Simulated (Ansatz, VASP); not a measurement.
**Two plane-wave programs on MgO**

File INCAR:

```
SYSTEM = MgO
PREC = Accurate
ENCUT = 520
EDIFF = 1E-6
ISMEAR = 0
SIGMA = 0.05
LREAL = .False.
LASPH = .True.
NELM = 80
ALGO = Normal
ISIF = 2
LWAVE = .False.
LCHARG = .True.
GGA = PE
LELF = .True.
LVHAR = .True.
NBANDS = 11
```

File KPOINTS:

```
regular mesh
0
Gamma
  10 10 10
  0 0 0
```

File POSCAR:

```
MgO
1.0
    0.0000000000      2.2540078050      1.9159066342
    2.2540078050      0.0000000000      1.9159066342
    2.2540078050      2.2540078050      0.0000000000
Mg O
1 1
Direct
    0.0000000000      0.0000000000      0.0000000000
    0.5000000000      0.5000000000      0.5000000000
```

Input for Ansatz:

```yaml
crystal:
  lattice:
    - [0.0, 2.254007805, 1.9159066342]
    - [2.254007805, 0.0, 1.9159066342]
    - [2.254007805, 2.254007805, 0.0]
  atoms:
    - { symbol: Mg, position: [0.0, 0.0, 0.0] }
    - { symbol: O, position: [0.5, 0.5, 0.5] }
basis:
  ecutwfc: 420
kpoints:
  mp_grid: { grid: [10, 10, 10] }
hamiltonian:
  xc: pbe
scf:
  occupations: { method: gaussian, width: 0.05 }
output:
  forces: true
  stress: true
  eigenvalues: true
```

Alike in both runs: task single point; functional PBE; k mesh 10 × 10 × 10; occupations gaussian, width 0.05 eV; no spin polarisation.

|  | VASP | Ansatz |
| --- | --- | --- |
| version | VASP 6.6.1 | Ansatz 0.2.0 |
| potentials or method | VASP PAW PBE potentials, release 64 (Mg, O), cutoff 520 eV | scalar-relativistic, plane waves, PAW |
| valence electrons in the cell | 8 | 16 |

|  | VASP | Ansatz | Ansatz less VASP |
| --- | --- | --- | --- |
| gap on the k mesh at the Fermi level (eV) | 4.09 | 4.10 | +0.018 |
| least direct gap on the mesh (eV) | 4.09 | 4.10 | +0.018 |
| pressure (GPa) | 6.4 | 7.0 | +0.61 |
| traceless stress, the component that is largest in VASP (GPa) | 27.04 | 26.80 | -0.240 |

With one functional, cell and mesh, what is left measures potentials, basis and numerics. VASP's potentials hold 8 valence electrons a cell and Ansatz's 16, so a difference there can come from the potentials and not from the codes.
